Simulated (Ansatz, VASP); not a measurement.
Two plane-wave programs on GdN

```
CELL_PARAMETERS angstrom
0.00000 2.48655 2.48655
2.48655 0.00000 2.48655
2.48655 2.48655 0.00000
ATOMIC_POSITIONS crystal
Gd 0.50000 0.50000 0.50000
N 0.00000 0.00000 0.00000
```

Alike in both runs: task single point; functional r2SCAN; k mesh 12 × 12 × 12; occupations gaussian, width 0.05 eV; collinear spin.

|  | VASP | Ansatz |
| --- | --- | --- |
| version | VASP 6.6.1 | Ansatz 0.2.0 |
| potentials or method | VASP PAW PBE potentials, release 64 (Gd, N), cutoff 520 eV | scalar-relativistic, plane waves, PAW |
| valence electrons in the cell | 23 | 23 |

Ansatz gave:

| Quantity | Value |
| --- | --- |
| gap on the k mesh at the Fermi level (eV) | none |
| pressure (GPa) | 0.1 |
| net moment per atom (μB) | 3.50 |
| size of the moment on the site where the two differ most (μB) | 6.93 |

Task: Estimate VASP's values.

Result: gap on the k mesh at the Fermi level (eV): none; pressure (GPa): 0.0; net moment per atom (μB): 3.50; size of the moment on the site where the two differ most (μB): 6.79.

VASP's potentials were made for PBE, not for r2SCAN. Site moments also hang on the region over which each program counts them. A gap of «none» marks a metal or a gap that the smearing closes. With one functional, cell and mesh, what is left measures potentials, basis and numerics. Ansatz's warnings: stability check not made.

Neither program's run includes spin-orbit coupling.
